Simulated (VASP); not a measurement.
# MnGa3As4 (P1) in VASP: single point with PBE

Aim: the single point of MnGa3As4 with PBE.

Program: VASP 6.6.1. These are calculated values, not measurements. Logs are shortened: lines on timing, memory, paths and dates and some standing lists are left out, and cuts for length are marked.

**1. The cell of the first run**

The typed cell holds 16 atoms: a = 11.320 Å, b = 5.660 Å, c = 5.660 Å, α = 90.00°, β = 90.00°, γ = 90.00°.

**2. Single point, PBE, collinear spin, antiferromagnetic start**

INCAR reads:

```
  ALGO = Normal
  EDIFF = 1E-6
  ENCUT = 520
  GGA = PE
  ISIF = 2
  ISMEAR = -1
  ISPIN = 2
  ISYM = 0
  LASPH = T
  LCHARG = T
  LELF = T
  LMAXMIX = 4
  LORBIT = 11
  LREAL = Auto
  LVHAR = T
  LWAVE = F
  MAGMOM = 1.8 -1.8 0 0 0 0 0 0 0 0 0 0 0 0 0 0
  NBANDS = 90
  NELM = 150
  PREC = Accurate
  SIGMA = 0.1
```

KPOINTS reads:

```
k-points
0
Gamma
  1 1 1
```

POSCAR reads:

```
MnGa3As4
1.0
   11.3200000000      0.0000000000      0.0000000000
    0.0000000000      5.6600000000      0.0000000000
    0.0000000000      0.0000000000      5.6600000000
Mn Ga As
2 6 8
Direct
    0.0001067000      0.0093380000      0.0080409000
    0.5021918000      0.4903018000      0.4991735000
    0.0016570000      0.5030702000      0.4854438000
    0.2501918000      0.0123285000      0.5080789000
    0.2441515000      0.5032460000      0.0002490000
    0.4957531000      0.0021346000      0.9992459000
    0.7478519000      0.9994119000      0.5002890000
    0.7533028000      0.4973794000      0.9934753000
    0.1289719000      0.2468124000      0.2633515000
    0.1261073000      0.7491471000      0.7453624000
    0.3709513000      0.2506224000      0.7472603000
    0.3752600000      0.7538657000      0.2598983000
    0.6261096000      0.2390176000      0.2675485000
    0.6293383000      0.7473862000      0.7476190000
    0.8737004000      0.2429498000      0.7449165000
    0.8727849000      0.7683002000      0.2513953000
```

Potentials or basis: VASP PAW PBE potentials, release 64 (Mn_pv, Ga_d, As).

Launch:

```bash
cat potpaw_PBE.64/Mn_pv/POTCAR potpaw_PBE.64/Ga_d/POTCAR potpaw_PBE.64/As/POTCAR > POTCAR
mpirun -np 1 vasp_gam > vasp.out
```

OUTCAR:

```text
EDIFF = 1E-6
   ENCUT = 520
   GGA = PE
   ISIF = 2
   ISMEAR = -1
   ISPIN = 2
   ISYM = 0
   LASPH = T
   LORBIT = 11
   LREAL = Auto
   NELM = 150
   PREC = Accurate

 ion  position               nearest neighbor table
   1  0.000  0.009  0.008-  16 2.42  15 2.45   9 2.45  10 2.53
   2  0.502  0.490  0.499-  13 2.39  11 2.45  12 2.47  14 2.48
   3  0.002  0.503  0.485-   9 2.40  10 2.47  16 2.48  15 2.53
   4  0.250  0.012  0.508-  11 2.35   9 2.36  10 2.45  12 2.47
   5  0.244  0.503  0.000-  10 2.41   9 2.45  11 2.48  12 2.52
   6  0.496  0.002  0.999-  11 2.45  12 2.45  13 2.51  14 2.53
[... 8 lines left out ...]
  15  0.874  0.243  0.745-   7 2.42   8 2.43   1 2.45   3 2.53
  16  0.873  0.768  0.251-   7 2.39   1 2.42   3 2.48   8 2.51

IMPORTANT INFORMATION: All symmetrisations will be switched off!
NOSYMM: (Re-)initialisation of all symmetry stuff for point group C_1.

----------------------------------------------------------------------------------------

                                     Primitive cell

  volume of cell :     362.6430

  direct lattice vectors                    reciprocal lattice vectors
    11.320000000  0.000000000  0.000000000     0.088339223  0.000000000  0.000000000
     0.000000000  5.660000000  0.000000000     0.000000000  0.176678445  0.000000000
     0.000000000  0.000000000  5.660000000     0.000000000  0.000000000  0.176678445

  length of vectors
    11.320000000  5.660000000  5.660000000     0.088339223  0.176678445  0.176678445

  position of ions in fractional coordinates (direct lattice)
     0.000106700  0.009338000  0.008040900
     0.502191800  0.490301800  0.499173500
     0.001657000  0.503070200  0.485443800
     0.250191800  0.012328500  0.508078900
     0.244151500  0.503246000  0.000249000
     0.495753100  0.002134600  0.999245900
[... 8 lines left out ...]
     0.873700400  0.242949800  0.744916500
     0.872784900  0.768300200  0.251395300

  ion indices of the primitive-cell ions
   primitive index   ion index
                 1           1
                 2           2
                 3           3
                 4           4
                 5           5
                 6           6
[... 8 lines left out ...]
                15          15
                16          16

----------------------------------------------------------------------------------------

 KPOINTS: k-points

Automatic generation of k-mesh.
 Grid dimensions read from file:
 generate k-points for:    1    1    1

 Generating k-lattice:

  Cartesian coordinates                     Fractional coordinates (reciprocal lattice)
     0.088339223  0.000000000  0.000000000     1.000000000  0.000000000  0.000000000
     0.000000000  0.176678445  0.000000000     0.000000000  1.000000000  0.000000000
     0.000000000  0.000000000  0.176678445     0.000000000  0.000000000  1.000000000

  Length of vectors
     0.088339223  0.176678445  0.176678445

  Shift w.r.t. Gamma in fractional coordinates (k-lattice)
     0.000000000  0.000000000  0.000000000

 Subroutine IBZKPT returns following result:
 ===========================================

 Found      1 irreducible k-points:

 Following reciprocal coordinates:
            Coordinates               Weight
  0.000000  0.000000  0.000000      1.000000
   k-points           NKPTS =      1   k-points in BZ     NKDIM =      1   number of bands    NBANDS=     90
   number of dos      NEDOS =    301   number of ions     NIONS =     16
   total plane-waves  NPLWV = 148176
   dimension x,y,z NGX =    84 NGY =   42 NGZ =   42
   dimension x,y,z NGXF=   168 NGYF=   84 NGZF=   84
   ions per type =               2   6   8
   NGX,Y,Z   is equivalent  to a cutoff of  12.34, 12.34, 12.34 a.u.
   NGXF,Y,Z  is equivalent  to a cutoff of  24.67, 24.67, 24.67 a.u.
 SYSTEM =  unknown system
   PREC   = accura    normal or accurate (medium, high low for compatibility)
   ISTART =      0    job   : 0-new  1-cont  2-samecut
   ICHARG =      2    charge: 1-file 2-atom 10-const
   ISPIN  =      2    spin polarized calculation?
   LNONCOLLINEAR =      F non collinear calculations
   LSORBIT =      F    spin-orbit coupling
   LASPH  =      T    aspherical Exc in radial PAW
   ENCUT  =  520.0 eV  38.22 Ry    6.18 a.u.  21.05 10.52 10.52*2*pi/ulx,y,z
   NELM   =    150;   NELMIN=  2; NELMDL= -5     # of ELM steps
   EDIFF  = 0.1E-05   stopping-criterion for ELM
   LREAL  =      T    real-space projection
   EDIFFG = 0.1E-04   stopping-criterion for IOM
   NSW    =      0    number of steps for IOM
   IBRION =     -1    ionic relax: 0-MD 1-quasi-New 2-CG
   NFREE  =      0    steps in history (QN), initial steepest desc. (CG)
   ISIF   =      2    stress and relaxation
   ISYM   =      0    0-nonsym 1-usesym 2-fastsym
   POTIM  = 0.5000    time-step for ionic-motion
   TEBEG  =    0.0;   TEEND  =   0.0 temperature during run
   PSTRESS=    0.0 pullay stress
   NELECT =     144.0000    total number of electrons
   NUPDOWN=      -1.0000    fix difference up-down
   EMIN   =  10.00;   EMAX   =-10.00  energy-range for DOS
   EFERMI =   0.00;   METHOD = LEGACY
   ISMEAR =    -1;   SIGMA  =   0.10  broadening in eV -4-tet -1-fermi 0-gaus
   EFERMI_NEDOS =   21; number of points for ismear=-14 and -15
   IALGO  =     38    algorithm
   IMIX   =      4    mixing-type and parameters
     AMIX     =   0.40;   BMIX     =  1.00
     AMIX_MAG =   1.60;   BMIX_MAG =  1.00
  volume/ion in A,a.u.               =      22.67       152.95
  Fermi-wavevector in a.u.,A,eV,Ry     =   1.203287  2.273883 19.699871  1.447900
  Thomas-Fermi vector in A             =   2.339045
   LORBIT       =     11    0 simple, 1 ext, 2 COOP (PROOUT), +10 PAW based schemes
   GGA     = PE    functional components
   LHFCALC =     F    Hartree Fock is set to
   AEXX    =    0.0000 exact exchange contribution
   IVDW    =     0    specifies the selected vdW correction
   LEPSILON=     F    determine dielectric tensor
   LRPA    =     F    only Hartree local field effects (RPA)
 spin polarized calculation
  energy-cutoff  :      520.00
  volume of cell :      362.64
 maximum number of plane-waves:      4932
   NGX = 43   NGY = 21   NGZ = 21

 number of electron     144.0000050 magnetization       0.0572361

 number of electron     144.0000050 magnetization      -0.0171507

 Free energy of the ion-electron system (eV)
  ---------------------------------------------------
  ext. energy  EPLUGINS =         0.00000000
  ---------------------------------------------------
  free energy    TOTEN  =       -72.25425378 eV

  energy without entropy =      -72.03391759  energy(sigma->0) =      -72.14408569

 E-fermi :   4.1422     XC(G=0):  -9.5532

 val. band max:        3.9828042816   @ k =   0.0000   0.0000   0.0000
 cond. band min:       4.3812512549   @ k =   0.0000   0.0000   0.0000
 fundamental gap:      0.3984469734
 Fermi energy:         4.1422195886

 spin component 1

 k-point     1 :       0.0000    0.0000    0.0000
  band No.  band energies     occupation
      1     -44.4323      1.00000
      2     -44.3904      1.00000
      3     -43.9809      1.00000
      4     -43.0637      1.00000
      5     -42.9186      1.00000
      6     -42.8499      1.00000
[... 76 lines left out ...]
     83       6.2904      0.00000
     84       6.3954      0.00000
 Fermi energy:         4.1422195886

 spin component 2

 k-point     1 :       0.0000    0.0000    0.0000
  band No.  band energies     occupation
      1     -44.0148      1.00000
      2     -43.9833      1.00000
      3     -43.8757      1.00000
      4     -43.2635      1.00000
      5     -43.2199      1.00000
      6     -43.1048      1.00000
[... 76 lines left out ...]
     83       6.2178      0.00000
     84       6.3386      0.00000
 [bands above 84 left out]

------------------------ aborting loop because EDIFF is reached ----------------------------------------

  FORCE on cell =-STRESS in cart. coord.  units (eV):
  Direction    XX          YY          ZZ          XY          YZ          ZX
  --------------------------------------------------------------------------------------
  -------------------------------------------------------------------------------------
  Total      -14.7779166      7.2565306      7.3239983     -1.8202082     -0.6887513      1.4872252
  in kB      -65.2896746     32.0597641     32.3578401     -8.0417831     -3.0429424      6.5706454
  external PRESSURE =      -0.2906901 kB  Pullay stress =       0.0000000 kB

 VOLUME and BASIS-vectors are now :
 -----------------------------------------------------------------------------
  energy-cutoff  :      520.00
  volume of cell :      362.64
      direct lattice vectors                 reciprocal lattice vectors
    11.320000000  0.000000000  0.000000000     0.088339223  0.000000000  0.000000000
     0.000000000  5.660000000  0.000000000     0.000000000  0.176678445  0.000000000
     0.000000000  0.000000000  5.660000000     0.000000000  0.000000000  0.176678445

 POSITION                                       TOTAL-FORCE (eV/Angst)
 -----------------------------------------------------------------------------------
      0.00121      0.05285      0.04551         0.103089     -0.308700     -0.304440
      5.68481      2.77511      2.82532        -0.189830      0.442649      0.342827
      0.01876      2.84738      2.74761        -0.403330      0.165915      0.502951
      2.83217      0.06978      2.87573         0.101643     -0.959261     -0.053761
      2.76379      2.84837      0.00141         0.498995      0.002180      0.305863
      5.61193      0.01208      5.65573         0.368884     -0.171572      0.051294
[... 8 lines left out ...]
      9.89029      1.37510      4.21623         1.261941     -0.408476      0.978647
      9.87993      4.34858      1.42290         1.059471      0.192248     -1.343301
 -----------------------------------------------------------------------------------
    total drift:                               -0.003812      0.004067      0.014908

  FREE ENERGIE OF THE ION-ELECTRON SYSTEM (eV)
  ---------------------------------------------------
  free  energy   TOTEN  =       -72.2542537841 eV

  energy  without entropy=      -72.0339175922  energy(sigma->0) =      -72.14408569

 total charge

# of ion       s       p       d       tot
------------------------------------------
    1        0.277   6.178   5.155  11.609
    2        0.274   6.183   5.175  11.633
    3        0.930   0.765   9.976  11.672
    4        0.896   0.853   9.997  11.746
    5        0.899   0.778   9.985  11.662
    6        0.931   0.750   9.972  11.653
[... 8 lines left out ...]
   15        1.207   1.563   0.036   2.805
   16        1.207   1.568   0.037   2.813
--------------------------------------------------
tot         15.660  29.688  70.535 115.883

 magnetization (x)

# of ion       s       p       d       tot
------------------------------------------
    1        0.009  -0.003   1.017   1.023
    2       -0.009  -0.009  -0.940  -0.958
    3       -0.006  -0.005  -0.002  -0.013
    4       -0.015   0.006   0.000  -0.009
    5       -0.015   0.004   0.000  -0.010
    6        0.006   0.007   0.004   0.017
[... 8 lines left out ...]
   15       -0.004  -0.032   0.000  -0.036
   16       -0.004  -0.029   0.000  -0.033
--------------------------------------------------
tot         -0.079   0.040   0.079   0.040
```

It took 12 min on 1 thread of Intel Xeon Platinum 8488C (Sapphire Rapids), shared host; peak memory 0.5 GiB.

Results:

* Free energy: -72.2543 eV
* Pressure: 0.0 GPa
* Largest force: 2.069 eV/Å
* Band gap on the k mesh: 0.40 eV
* Net moment: -0.02 μB per cell
* Site moments: Mn +1.02, -0.96; Ga -0.01, +0.02; As -0.03, +0.03, +0.04, -0.04 μB
* Valence electrons inside the program's atomic spheres: Mn 11.61, 11.63; Ga 11.67, 11.75, 11.66, 11.65, 11.78, 11.64; As 2.84, 2.80, 2.82, 2.79, 2.81

Forces on the atoms (eV/Å):
```
Mn   0.103 -0.309 -0.304
Mn  -0.190  0.443  0.343
Ga  -0.403  0.166  0.503
Ga   0.102 -0.959 -0.054
Ga   0.499  0.002  0.306
Ga   0.369 -0.172  0.051
Ga   0.229 -0.294  0.495
Ga  -0.168 -0.104  0.635
As  -1.069 -0.511 -1.696
As  -1.203  1.045  0.940
As   1.183  1.449 -0.361
As   0.576 -1.230  0.555
As  -1.032  1.714 -0.346
As  -1.318 -1.023 -0.702
As   1.262 -0.408  0.979
As   1.059  0.192 -1.343
```

Levels at points of the mesh, in eV from the valence-band top:
Spin up:
| k point | band 68 | band 69 | band 70 | band 71 | band 72 | band 73 | band 74 | band 75 | band 76 | band 77 |
| --- | --- | --- | --- | --- | --- | --- | --- | --- | --- | --- |
| (0.00, 0.00, 0.00) | -1.33 | -1.27 | -0.89 | -0.27 | 0.00 | 0.40 | 0.42 | 0.51 | 0.96 | 1.05 |
Spin down:
```csv
k point,band 69,band 70,band 71,band 72,band 73,band 74,band 75,band 76
"(0.00, 0.00, 0.00)",-0.80,-0.60,-0.38,-0.02,0.40,0.47,0.56,0.83
```

Caveat: the k points lie up to 1.11 Å⁻¹ apart; forces of over 1 eV/Å act on the atoms, so gaps and moduli don't describe the material at rest. A k mesh can miss the band edges.
